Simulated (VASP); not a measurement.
# HfB10 (P4/mmm) in VASP: a series of runs

The runs below take HfB10 through single point, with PBE.

Everything below comes from runs of VASP 6.6.1. Logs are shortened: lines on timing, memory, paths and dates and some standing lists are left out, and cuts for length are marked.

### 1 The cell of the first run

It takes space group P4/mmm (No. 123, tetragonal). The conventional cell has a = 4.628 Å, b = 4.628 Å, c = 4.010 Å, α = 90.00°, β = 90.00°, γ = 90.00°. Within 2.3 Å of Hf (site symmetry 4/mmm) lie 8 B at 1.71 Å. Within 1.9 Å of B (site symmetry m) lie 3 B at 1.41 to 1.57 Å and 1 Hf at 1.71 Å. Within 1.9 Å of B (site symmetry 4mm) lie 1 B at 1.39 Å.

### 2 Single point, PBE

INCAR reads:

```
PREC     = Accurate       # precision mode
ENCUT    = 520            # plane-wave cutoff, eV
EDIFF    = 1E-7           # SCF threshold, eV
ISMEAR   = 0              # smearing method
SIGMA    = 0.1            # smearing width, eV
LREAL    = False          # projectors in reciprocal space
LASPH    = True           # aspherical terms in the spheres
NELM     = 80             # most SCF steps
ALGO     = Normal         # electronic algorithm
ISIF     = 2              # what is computed and relaxed
LWAVE    = False          # write WAVECAR
LCHARG   = False          # write CHGCAR
GGA      = PE             # functional
NBANDS   = 31             # bands
```

KPOINTS reads:

```
Automatic mesh
0
Gamma
  4 4 4
```

POSCAR reads:

```
HfB10
1.0
    4.6283186800      0.0000000000      0.0000000000
    0.0000000000      4.6283186800      0.0000000000
    0.0000000000      0.0000000000      4.0101521700
Hf B
1 10
Direct
    0.0000000000      0.0000000000      0.0000000000
    0.2394786600      0.0000000000      0.6763340100
    0.7605213400      0.0000000000      0.6763340100
    0.0000000000      0.2394786600      0.6763340100
    0.0000000000      0.7605213400      0.6763340100
    0.7605213400      0.0000000000      0.3236659900
    0.2394786600      0.0000000000      0.3236659900
    0.0000000000      0.2394786600      0.3236659900
    0.0000000000      0.7605213400      0.3236659900
    0.5000000000      0.5000000000      0.3272686600
    0.5000000000      0.5000000000      0.6727313400
```

Potentials or basis: VASP PAW PBE potentials, release 64 (Hf_pv, B).

Command:

```bash
$ cat potpaw_PBE.64/Hf_pv/POTCAR potpaw_PBE.64/B/POTCAR > POTCAR
$ mpirun -np 1 vasp_std > vasp.out
```

OUTCAR:

```text
PREC = Accurate
   ENCUT = 520
   EDIFF = 1E-7
   ISMEAR = 0
   LREAL = False
   LASPH = True
   NELM = 80
   ISIF = 2
   GGA = PE

 ion  position               nearest neighbor table
   1  0.000  0.000  0.000-   2 1.71   3 1.71   4 1.71   5 1.71   6 1.71   7 1.71   8 1.71   9 1.71
                             2 2.93   3 2.93   4 2.93   5 2.93   6 2.93   7 2.93   8 2.93   9 2.93
   2  0.239  0.000  0.676-   7 1.41   5 1.57   4 1.57   1 1.71   8 2.11   9 2.11   1 2.93
   3  0.761  0.000  0.676-   6 1.41   5 1.57   4 1.57   1 1.71   8 2.11   9 2.11   1 2.93
   4  0.000  0.239  0.676-   8 1.41   3 1.57   2 1.57   1 1.71   7 2.11   6 2.11   1 2.93
   5  0.000  0.761  0.676-   9 1.41   3 1.57   2 1.57   1 1.71   7 2.11   6 2.11   1 2.93
   6  0.761  0.000  0.324-   3 1.41   8 1.57   9 1.57   1 1.71   4 2.11   5 2.11   1 2.93
   7  0.239  0.000  0.324-   2 1.41   8 1.57   9 1.57   1 1.71   4 2.11   5 2.11   1 2.93
   8  0.000  0.239  0.324-   4 1.41   6 1.57   7 1.57   1 1.71   3 2.11   2 2.11   1 2.93
   9  0.000  0.761  0.324-   5 1.41   6 1.57   7 1.57   1 1.71   3 2.11   2 2.11   1 2.93
  10  0.500  0.500  0.327-  11 1.39
  11  0.500  0.500  0.673-  10 1.39

  LATTYP: Found a simple tetragonal cell.
 ALAT       =     4.6283186800
 C/A-ratio  =     0.8664382138

  Lattice vectors:

 A1 = (   4.6283186800,   0.0000000000,   0.0000000000)
 A2 = (   0.0000000000,   4.6283186800,   0.0000000000)
 A3 = (   0.0000000000,   0.0000000000,   4.0101521700)

Analysis of symmetry for initial positions (statically):
=====================================================================
 Subroutine PRICEL returns:
 Original cell was already a primitive cell.

 Routine SETGRP: Setting up the symmetry group for a
 simple tetragonal supercell.

 Subroutine GETGRP returns: Found 16 space group operations
 (whereof 16 operations were pure point group operations)
 out of a pool of 16 trial point group operations.

The static configuration has the point symmetry D_4h.

Analysis of symmetry for dynamics (positions and initial velocities):
=====================================================================
 Subroutine PRICEL returns:
 Original cell was already a primitive cell.

 Routine SETGRP: Setting up the symmetry group for a
 simple tetragonal supercell.

 Subroutine GETGRP returns: Found 16 space group operations
 (whereof 16 operations were pure point group operations)
 out of a pool of 16 trial point group operations.

The dynamic configuration has the point symmetry D_4h.

 Subroutine INISYM returns: Found 16 space group operations
 (whereof 16 operations are pure point group operations),
 and found     1 'primitive' translations

----------------------------------------------------------------------------------------

                                     Primitive cell

  volume of cell :      85.9028

  direct lattice vectors                    reciprocal lattice vectors
     4.628318680  0.000000000  0.000000000     0.216061181  0.000000000  0.000000000
     0.000000000  4.628318680  0.000000000     0.000000000  0.216061181  0.000000000
     0.000000000  0.000000000  4.010152170     0.000000000  0.000000000  0.249367096

  length of vectors
     4.628318680  4.628318680  4.010152170     0.216061181  0.216061181  0.249367096

  position of ions in fractional coordinates (direct lattice)
     0.000000000  0.000000000  0.000000000
     0.239478660  0.000000000  0.676334010
     0.760521340  0.000000000  0.676334010
     0.000000000  0.239478660  0.676334010
     0.000000000  0.760521340  0.676334010
     0.760521340  0.000000000  0.323665990
     0.239478660  0.000000000  0.323665990
     0.000000000  0.239478660  0.323665990
     0.000000000  0.760521340  0.323665990
     0.500000000  0.500000000  0.327268660
     0.500000000  0.500000000  0.672731340

  ion indices of the primitive-cell ions
   primitive index   ion index
                 1           1
                 2           2
                 3           3
                 4           4
                 5           5
                 6           6
                 7           7
                 8           8
                 9           9
                10          10
                11          11

----------------------------------------------------------------------------------------

 KPOINTS: Automatic mesh

Automatic generation of k-mesh.
 Grid dimensions read from file:
 generate k-points for:    4    4    4

 Generating k-lattice:

  Cartesian coordinates                     Fractional coordinates (reciprocal lattice)
     0.054015295  0.000000000  0.000000000     0.250000000  0.000000000  0.000000000
     0.000000000  0.054015295  0.000000000     0.000000000  0.250000000  0.000000000
     0.000000000  0.000000000  0.062341774     0.000000000  0.000000000  0.250000000

  Length of vectors
     0.054015295  0.054015295  0.062341774

  Shift w.r.t. Gamma in fractional coordinates (k-lattice)
     0.000000000  0.000000000  0.000000000

 Subroutine IBZKPT returns following result:
 ===========================================

 Found     18 irreducible k-points:

 Following reciprocal coordinates:
            Coordinates               Weight
  0.000000  0.000000  0.000000      1.000000
  0.250000  0.000000  0.000000      4.000000
  0.500000  0.000000  0.000000      2.000000
  0.250000  0.250000  0.000000      4.000000
  0.500000  0.250000  0.000000      4.000000
  0.500000  0.500000  0.000000      1.000000
[... 10 lines left out ...]
  0.500000  0.250000  0.500000      4.000000
  0.500000  0.500000  0.500000      1.000000
   k-points           NKPTS =     18   k-points in BZ     NKDIM =     18   number of bands    NBANDS=     31
   number of dos      NEDOS =    301   number of ions     NIONS =     11
   total plane-waves  NPLWV =  38880
   dimension x,y,z NGX =    36 NGY =   36 NGZ =   30
   dimension x,y,z NGXF=    72 NGYF=   72 NGZF=   60
   ions per type =               1  10
   NGX,Y,Z   is equivalent  to a cutoff of  12.93, 12.93, 12.44 a.u.
   NGXF,Y,Z  is equivalent  to a cutoff of  25.86, 25.86, 24.87 a.u.
 SYSTEM =  unknown system
   PREC   = accura    normal or accurate (medium, high low for compatibility)
   ISTART =      0    job   : 0-new  1-cont  2-samecut
   ICHARG =      2    charge: 1-file 2-atom 10-const
   ISPIN  =      1    spin polarized calculation?
   LNONCOLLINEAR =      F non collinear calculations
   LSORBIT =      F    spin-orbit coupling
   LASPH  =      T    aspherical Exc in radial PAW
   ENCUT  =  520.0 eV  38.22 Ry    6.18 a.u.   8.61  8.61  7.46*2*pi/ulx,y,z
   NELM   =     80;   NELMIN=  2; NELMDL= -5     # of ELM steps
   EDIFF  = 0.1E-06   stopping-criterion for ELM
   LREAL  =      F    real-space projection
   EDIFFG = 0.1E-05   stopping-criterion for IOM
   NSW    =      0    number of steps for IOM
   IBRION =     -1    ionic relax: 0-MD 1-quasi-New 2-CG
   NFREE  =      0    steps in history (QN), initial steepest desc. (CG)
   ISIF   =      2    stress and relaxation
   ISYM   =      2    0-nonsym 1-usesym 2-fastsym
   POTIM  = 0.5000    time-step for ionic-motion
   TEBEG  =    0.0;   TEEND  =   0.0 temperature during run
   PSTRESS=    0.0 pullay stress
   NELECT =      40.0000    total number of electrons
   NUPDOWN=      -1.0000    fix difference up-down
   EMIN   =  10.00;   EMAX   =-10.00  energy-range for DOS
   EFERMI =   0.00;   METHOD = LEGACY
   ISMEAR =     0;   SIGMA  =   0.10  broadening in eV -4-tet -1-fermi 0-gaus
   EFERMI_NEDOS =   21; number of points for ismear=-14 and -15
   IALGO  =     38    algorithm
   IMIX   =      4    mixing-type and parameters
     AMIX     =   0.40;   BMIX     =  1.00
     AMIX_MAG =   1.60;   BMIX_MAG =  1.00
  volume/ion in A,a.u.               =       7.81        52.70
  Fermi-wavevector in a.u.,A,eV,Ry     =   1.268895  2.397864 21.906668  1.610095
  Thomas-Fermi vector in A             =   2.401965
   LORBIT       =      0    0 simple, 1 ext, 2 COOP (PROOUT), +10 PAW based schemes
   GGA     = PE    functional components
   LHFCALC =     F    Hartree Fock is set to
   AEXX    =    0.0000 exact exchange contribution
   IVDW    =     0    specifies the selected vdW correction
   LEPSILON=     F    determine dielectric tensor
   LRPA    =     F    only Hartree local field effects (RPA)
 non-spin polarized calculation
 Gauss-broadening in eV      SIGMA  =   0.10
  energy-cutoff  :      520.00
  volume of cell :       85.90
 maximum number of plane-waves:      2343
 NGX is ok and might be reduce to    36
   NGX = 17   NGY = 17   NGZ = 15

 number of electron      40.0000005 magnetization

 Free energy of the ion-electron system (eV)
  ---------------------------------------------------
  ext. energy  EPLUGINS =         0.00000000
  ---------------------------------------------------
  free energy    TOTEN  =       -27.09214411 eV

  energy without entropy =      -27.07587601  energy(sigma->0) =      -27.08401006

 E-fermi :   5.8633     XC(G=0): -11.6802

 val. band max:        5.8429820202   @ k =   0.2500   0.2500   0.0000
 cond. band min:       5.8800019176   @ k =   0.2500   0.2500   0.2500
 fundamental gap:      0.0370198975
 Fermi energy:         5.8632581959

 k-point     1 :       0.0000    0.0000    0.0000
  band No.  band energies     occupation
      1     -26.9939      2.00000
      2     -24.0774      2.00000
      3     -24.0774      2.00000
      4     -12.4055      2.00000
      5      -5.2172      2.00000
      6      -4.5014      2.00000
[... 23 lines left out ...]
     30      10.3640      0.00000
     31      13.8883      0.00000

 k-point     2 :       0.2500    0.0000    0.0000
  band No.  band energies     occupation
      1     -26.9937      2.00000
      2     -24.0833      2.00000
      3     -24.0768      2.00000
      4     -12.3564      2.00000
      5      -5.9865      2.00000
      6      -4.3586      2.00000
[... 23 lines left out ...]
     30      12.1658      0.00000
     31      13.1533      0.00000

 k-point     3 :       0.5000    0.0000    0.0000
  band No.  band energies     occupation
      1     -26.9934      2.00000
      2     -24.0892      2.00000
      3     -24.0763      2.00000
      4     -12.3055      2.00000
      5      -6.4227      2.00000
      6      -4.1638      2.00000
[... 23 lines left out ...]
     30      12.7572      0.00000
     31      13.4079      0.00000

 k-point     4 :       0.2500    0.2500    0.0000
  band No.  band energies     occupation
      1     -26.9934      2.00000
      2     -24.0827      2.00000
      3     -24.0826      2.00000
      4     -12.3121      2.00000
      5      -5.9628      2.00000
      6      -5.1757      2.00000
[... 431 lines left out ...]
     30      11.7487      0.00000
     31      12.7854      0.00000

 k-point    17 :       0.5000    0.2500    0.5000
  band No.  band energies     occupation
      1     -27.1911      2.00000
      2     -24.0740      2.00000
      3     -24.0678      2.00000
      4      -9.8332      2.00000
      5      -6.7190      2.00000
      6      -6.0343      2.00000
[... 23 lines left out ...]
     30      12.2534      0.00000
     31      13.0370      0.00000

 k-point    18 :       0.5000    0.5000    0.5000
  band No.  band energies     occupation
      1     -27.1908      2.00000
      2     -24.0735      2.00000
      3     -24.0735      2.00000
      4      -9.7422      2.00000
      5      -6.4313      2.00000
      6      -6.4313      2.00000
[... 23 lines left out ...]
     30      12.7113      0.00000
     31      12.8061      0.00000

------------------------ aborting loop because EDIFF is reached ----------------------------------------

  FORCE on cell =-STRESS in cart. coord.  units (eV):
  Direction    XX          YY          ZZ          XY          YZ          ZX
  --------------------------------------------------------------------------------------
  -------------------------------------------------------------------------------------
  Total       52.7831646     52.7831646    157.8124776      0.0000000      0.0000000      0.0000000
  in kB      984.4612941    984.4612941   2943.3679670      0.0000000      0.0000000      0.0000000
  external PRESSURE =    1637.4301850 kB  Pullay stress =       0.0000000 kB

 VOLUME and BASIS-vectors are now :
 -----------------------------------------------------------------------------
  energy-cutoff  :      520.00
  volume of cell :       85.90
      direct lattice vectors                 reciprocal lattice vectors
     4.628318680  0.000000000  0.000000000     0.216061181  0.000000000  0.000000000
     0.000000000  4.628318680  0.000000000     0.000000000  0.216061181  0.000000000
     0.000000000  0.000000000  4.010152170     0.000000000  0.000000000  0.249367096

 POSITION                                       TOTAL-FORCE (eV/Angst)
 -----------------------------------------------------------------------------------
      0.00000      0.00000      0.00000        -0.000000     -0.000000      0.000000
      1.10838      0.00000      2.71220        12.788682     -0.000000     -0.051285
      3.51994      0.00000      2.71220       -12.788682     -0.000000     -0.051285
      0.00000      1.10838      2.71220        -0.000000     12.788682     -0.051285
      0.00000      3.51994      2.71220         0.000000    -12.788682     -0.051285
      3.51994      0.00000      1.29795       -12.788682     -0.000000      0.051285
      1.10838      0.00000      1.29795        12.788682     -0.000000      0.051285
      0.00000      1.10838      1.29795         0.000000     12.788682      0.051285
      0.00000      3.51994      1.29795         0.000000    -12.788682      0.051285
      2.31416      2.31416      1.31240        -0.000000     -0.000000    -11.120968
      2.31416      2.31416      2.69776        -0.000000     -0.000000     11.120968
 -----------------------------------------------------------------------------------
    total drift:                                0.000000     -0.000000      0.000000

  FREE ENERGIE OF THE ION-ELECTRON SYSTEM (eV)
  ---------------------------------------------------
  free  energy   TOTEN  =       -27.0921441073 eV

  energy  without entropy=      -27.0758760076  energy(sigma->0) =      -27.08401006
```

Run time: 67 s. Hardware: 1 thread of AMD EPYC 7R43 (Zen 3), shared host; peak memory 0.16 GiB.

What came out:

* Free energy: -27.0921 eV
* Pressure: 163.7 GPa
* Largest force: 12.789 eV/Å
* Band gap on the k mesh: zero (band 20 reaches 5.94 eV, above the bottom of band 21 at 4.57 eV)

Forces in eV/Å, atoms in the order of the input:
```
Hf    0.000   0.000   0.000
B    12.789   0.000  -0.051
B   -12.789   0.000  -0.051
B     0.000  12.789  -0.051
B     0.000 -12.789  -0.051
B   -12.789   0.000   0.051
B    12.789   0.000   0.051
B     0.000  12.789   0.051
B     0.000 -12.789   0.051
B     0.000   0.000 -11.121
B     0.000   0.000  11.121
```

Levels at points of the mesh, in eV from the Fermi level:
| k point | band 16 | band 17 | band 18 | band 19 | band 20 | band 21 | band 22 | band 23 | band 24 | band 25 |
| --- | --- | --- | --- | --- | --- | --- | --- | --- | --- | --- |
| (0.00, 0.00, 0.00) | -2.31 | -2.31 | -0.72 | -0.41 | -0.25 | 1.36 | 1.99 | 1.99 | 2.43 | 2.43 |
| (0.50, 0.00, 0.00) | -2.47 | -2.44 | -1.01 | -0.23 | -0.14 | 0.24 | 0.84 | 1.08 | 1.20 | 2.16 |
| (0.50, 0.50, 0.00) | -2.34 | -1.96 | -1.55 | -1.34 | -0.67 | -0.67 | 1.44 | 1.44 | 1.46 | 1.46 |
| (0.00, 0.00, 0.50) | -3.92 | -2.34 | -2.34 | -1.46 | -1.46 | -1.29 | 1.66 | 3.63 | 3.63 | 3.91 |
| (0.50, 0.00, 0.50) | -2.82 | -2.01 | -1.88 | -1.42 | -0.69 | 0.71 | 1.56 | 1.66 | 2.64 | 3.01 |
| (0.50, 0.50, 0.50) | -2.41 | -2.40 | -2.40 | -2.12 | -1.34 | -1.10 | 1.23 | 1.23 | 1.98 | 1.98 |

Caveat: the k points lie up to 0.39 Å⁻¹ apart; spin-orbit coupling is left out, which moves the levels of the heavy elements; forces of over 1 eV/Å act on the atoms, so gaps and moduli don't describe the material at rest.

### 3 Single point, PBE

This run uses another cell than the first one, of 9.54 Å³/atom, 1.221 times its volume.

INCAR reads:

```
SYSTEM = HfB10
  PREC = Accurate
  ENCUT = 520
  EDIFF = 1E-6
  ISMEAR = 0
  SIGMA = 0.1
  LREAL = .FALSE.
  LASPH = .TRUE.
  NELM = 100
  ALGO = Normal
  ISIF = 2
  LWAVE = .FALSE.
  LCHARG = .FALSE.
  GGA = PE
  NBANDS = 31
```

KPOINTS reads:

```
Automatic mesh
0
G
  4 4 4
  0 0 0
```

POSCAR reads:

```
HfB10
1.0
    4.1866926821      0.0000000000      0.0000000000
    0.0000000000      4.1866926821      0.0000000000
    0.0000000000      0.0000000000      5.9853206257
Hf B
1 10
Direct
    0.0000000000      0.0000000000      0.0000000000
    0.3009170331      0.0000000000      0.6579232612
    0.6990829669      0.0000000000      0.6579232612
    0.0000000000      0.3009170331      0.6579232612
    0.0000000000      0.6990829669      0.6579232612
    0.6990829669      0.0000000000      0.3420767388
    0.3009170331      0.0000000000      0.3420767388
    0.0000000000      0.3009170331      0.3420767388
    0.0000000000      0.6990829669      0.3420767388
    0.5000000000      0.5000000000      0.3544275103
    0.5000000000      0.5000000000      0.6455724897
```

Potentials or basis: VASP PAW PBE potentials, release 64 (Hf_pv, B).

Command:

```bash
$ cat potpaw_PBE.64/Hf_pv/POTCAR potpaw_PBE.64/B/POTCAR > POTCAR
$ mpirun -np 1 vasp_std > vasp.out
```

It took 57 s on 1 thread of AMD EPYC 7R43 (Zen 3), shared host; peak memory 0.19 GiB.

It converged, with:

```
Free energy            : -66.4446 eV
Pressure               : 0.1 GPa
Largest force          : 0.020 eV/Å
Band gap on the k mesh : zero (band 20 reaches 6.43 eV, above the bottom of band 21 at 4.92 eV)
```

Forces on the atoms (eV/Å):
```
Hf   0.000  0.000  0.000
B   -0.018  0.000  0.010
B    0.018  0.000  0.010
B    0.000 -0.018  0.010
B    0.000  0.018  0.010
B    0.018  0.000 -0.010
B   -0.018  0.000 -0.010
B    0.000 -0.018 -0.010
B    0.000  0.018 -0.010
B    0.000  0.000  0.000
B    0.000  0.000  0.000
```

Stress tensor (GPa, compression positive):
```
 0.17  0.00  0.00
 0.00  0.17  0.00
 0.00  0.00 -0.13
```

Levels at points of the mesh, in eV from the Fermi level:
```tsv
k point	band 17	band 18	band 19	band 20	band 21	band 22	band 23	band 24
(0.00, 0.00, 0.00)	-2.17	-0.62	-0.62	-0.39	0.45	0.74	0.74	0.88
(0.50, 0.00, 0.00)	-2.38	-1.81	-0.83	-0.54	0.83	1.12	1.21	1.35
(0.50, 0.50, 0.00)	-1.93	-0.72	-0.72	0.93	1.80	1.87	2.29	2.29
(0.00, 0.00, 0.50)	-1.68	-1.39	-1.39	-0.56	-0.56	-0.32	0.09	0.59
(0.50, 0.00, 0.50)	-2.34	-1.89	-1.17	-0.45	0.22	0.79	1.32	1.32
(0.50, 0.50, 0.50)	-2.02	0.53	0.53	0.89	1.52	1.70	1.81	1.93
```

Caveat: the k points lie up to 0.38 Å⁻¹ apart; spin-orbit coupling is left out, which moves the levels of the heavy elements.
